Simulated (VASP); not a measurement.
Here is a VASP 6.6.1 calculation.

File INCAR:

```
ALGO     = Normal         # electronic algorithm
EDIFF    = 1E-6           # SCF threshold, eV
ENCUT    = 520            # plane-wave cutoff, eV
ISIF     = 2              # what is computed and relaxed
ISMEAR   = 0              # smearing method
LASPH    = True           # aspherical terms in the spheres
LCHARG   = False          # write CHGCAR
LREAL    = False          # projectors in reciprocal space
LWAVE    = False          # write WAVECAR
NBANDS   = 26             # bands
NELM     = 100            # most SCF steps
PREC     = Accurate       # precision mode
SIGMA    = 0.01           # smearing width, eV
```

KPOINTS

```
k-points
0
Gamma
  8 8 4
```

File POSCAR:

```
GaN
1.0
    3.1049025721      0.0000000000      0.0000000000
   -1.5524512860      2.6889245037      0.0000000000
    0.0000000000      0.0000000000      5.0628527215
Ga N
2 2
Direct
    0.3333333333      0.6666666667     -0.0006110749
    0.6666666667      0.3333333333      0.4993889251
    0.3333333333      0.6666666667      0.3756110749
    0.6666666667      0.3333333333      0.8756110749
```

Potentials or basis: VASP PAW LDA potentials, release 64 (Ga_d, N).

Run with:

```bash
$ cat potpaw_LDA.64/Ga_d/POTCAR potpaw_LDA.64/N/POTCAR > POTCAR
$ mpirun -np 1 vasp_std > vasp.out
```

Q: Estimate the pressure.

A: 11.3 GPa.

Q: Estimate the band gap on the k mesh.

A: 2.45 eV.

Caveat: the cell stands under pressure.
